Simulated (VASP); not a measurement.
Crystal: SnO.

```xyz
4
Lattice="3.8020 0.0000 0.0000 0.0000 3.8020 0.0000 0.0000 0.0000 4.8360" Properties=species:S:1:pos:R:3 pbc="T T T"
Sn    0.0000    1.9010    1.1534
Sn    1.9010    0.0000    3.6826
O     0.0000    0.0000    0.0000
O     1.9010    1.9010    0.0000
```

| Quantity | Value |
| --- | --- |
| Program | VASP 6.6.1 |
| Task | relaxation of cell and atoms |
| Functional | PBE |
| Potentials or basis | VASP PAW PBE potentials, release 64 (Sn_d, O) |
| Cutoff | 600 eV |
| k mesh | 4 × 4 × 4 |
| Occupations | gaussian, width 0.1 eV |
| Spin | no spin polarisation |

At the start: pressure 4.3 GPa; volume 17.48 Å³/atom.

Q: How do energy, volume and symmetry change on relaxing?

A: Over 9 steps the energy falls by 12.3 meV/atom and the volume is 18.72 Å³/atom (+7.1 %); space group P4/nmm (No. 129, to 0.1 Å) before and after.

Step by step:
| step | energy change (eV) | largest force (eV/Å) | pressure (GPa) | volume (Å³) |
| --- | --- | --- | --- | --- |
| 1 | 0.0000 | 0.4876 | 4.30 | 69.91 |
| 2 | -0.0054 | 0.8021 | -2.94 | 74.76 |
| 3 | -0.0377 | 0.2136 | 0.26 | 72.35 |
| 4 | -0.0377 | 0.2002 | 0.36 | 72.30 |
| 5 | -0.0417 | 0.1408 | 0.27 | 72.77 |
| 6 | -0.0444 | 0.0371 | 0.12 | 73.46 |
| 7 | -0.0444 | 0.0232 | 0.11 | 73.55 |
| 8 | -0.0460 | 0.0270 | 0.01 | 73.88 |
| 9 | -0.0492 | 0.0348 | -0.17 | 74.88 |

Final structure:
```cif
data_structure
_symmetry_space_group_name_H-M 'P 1'
_symmetry_Int_Tables_number 1
_cell_length_a 3.8780
_cell_length_b 3.8780
_cell_length_c 4.9794
_cell_angle_alpha 90.000
_cell_angle_beta 90.000
_cell_angle_gamma 90.000
_cell_volume 74.88
loop_
_atom_site_label
_atom_site_type_symbol
_atom_site_fract_x
_atom_site_fract_y
_atom_site_fract_z
_atom_site_occupancy
Sn1 Sn 0.00000 0.50000 0.23287 1
Sn2 Sn 0.50000 0.00000 0.76713 1
O1 O 0.00000 0.00000 0.00000 1
O2 O 0.50000 0.50000 0.00000 1
```
